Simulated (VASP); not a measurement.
Here is a VASP 6.6.1 calculation.

INCAR

```
SYSTEM = Ni
  PREC = Accurate
  ENCUT = 520
  EDIFF = 1E-6
  ISMEAR = -1
  SIGMA = 0.05
  LREAL = .False.
  LASPH = .True.
  NELM = 150
  ALGO = Normal
  ISIF = 2
  LWAVE = .False.
  LCHARG = .False.
  ISPIN = 2
  MAGMOM = 1
  LORBIT = 11
  LMAXMIX = 4
  GGA = PE
  NBANDS = 15
```

KPOINTS

```
regular mesh
0
Gamma
  13 13 13
  0 0 0
```

POSCAR

```
Ni
1.0
    0.0000000000      1.7490803739      1.7490803739
    1.7490803739      0.0000000000      1.7490803739
    1.7490803739      1.7490803739      0.0000000000
Ni
1
Direct
    0.0000000000      0.0000000000      0.0000000000
```

Potentials or basis: VASP PAW PBE potentials, release 64 (Ni).

Run with:

```bash
$ cat potpaw_PBE.64/Ni/POTCAR > POTCAR
$ mpirun -np 1 vasp_std > vasp.out
```

(1) Estimate the net moment.

(2) Predict the site moments.

(3) Predict the pressure.

## Answers

(1) 0.62 μB per cell.

(2) Ni +0.63 μB.

(3) 3.5 GPa.
